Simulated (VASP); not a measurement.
Write the native input for VASP 6.6.1 that does the following.

| Property | Result |
| --- | --- |
| Task | single point |
| Functional | r2SCAN |
| Potentials or basis | VASP PAW PBE potentials, release 64 (C) |
| Cutoff | 520 eV |
| k mesh | 12 × 12 × 12 |
| Occupations | gaussian, width 0.05 eV |
| Spin | no spin polarisation |
| Dipole correction | no |
| Further INCAR settings | ALGO = Normal; EDIFF = 1e-06; NBANDS = 11 |

The system is C.

```xyz
2
Lattice="1.3229 0.7637 2.8844 -1.3229 0.7637 2.8844 0.0000 -1.5275 2.8844" Properties=species:S:1:pos:R:3 pbc="T T T"
C     0.0000    0.0000    1.4191
C     0.0000    0.0000    7.2340
```

This cell differs from its parent crystal: ratio of the length along z to the lengths across it x 0.8, volume and fractional coordinates fixed.

These files were run (other wordings do the same):

POSCAR

```
C
1.0
    1.3228512806      0.7637485429      2.8843665041
   -1.3228512806      0.7637485429      2.8843665041
    0.0000000000     -1.5274970859      2.8843665041
C
2
Direct
    0.1640000000      0.1640000000      0.1640000000
    0.8360000000      0.8360000000      0.8360000000
```

INCAR.step1

```
PREC = Accurate
ENCUT = 520
ISMEAR = 0
SIGMA = 0.05
LREAL = False
LASPH = True
NELM = 60
NBANDS = 11
GGA = PE
ALGO = Normal
EDIFF = 1E-4
LWAVE = True
LCHARG = False
```

INCAR.step2

```
PREC = Accurate
ENCUT = 520
EDIFF = 1E-6
ISMEAR = 0
SIGMA = 0.05
LREAL = False
LASPH = True
NELM = 60
ALGO = Normal
ISIF = 2
LWAVE = False
LCHARG = False
METAGGA = R2SCAN
LMIXTAU = True
NBANDS = 11
ISTART = 1
```

KPOINTS

```
Automatic mesh
0
Gamma
  12 12 12
```

Potentials or basis: VASP PAW PBE potentials, release 64 (C).

The run is started by

```console
$ cat potpaw_PBE.64/C/POTCAR > POTCAR
$ cp INCAR.step1 INCAR
$ mpirun -np 1 vasp_std > vasp.out
$ cp INCAR.step2 INCAR
$ mpirun -np 1 vasp_std > vasp.out
```

It gave:

```yaml
Pressure: -48.5 GPa
Largest_force: 0.552 eV/Å
Band_gap_on_the_k_mesh: 0.61 eV, direct
```

Caveat: the PAW data sets were made with another functional, which shifts forces and pressure a little.

Wall time 110 s on 1 thread of Intel(R) Xeon(R) Platinum 8175M CPU @ 2.50GHz (Skylake/Cascade Lake) (shared host), peak memory 0.15 GiB.
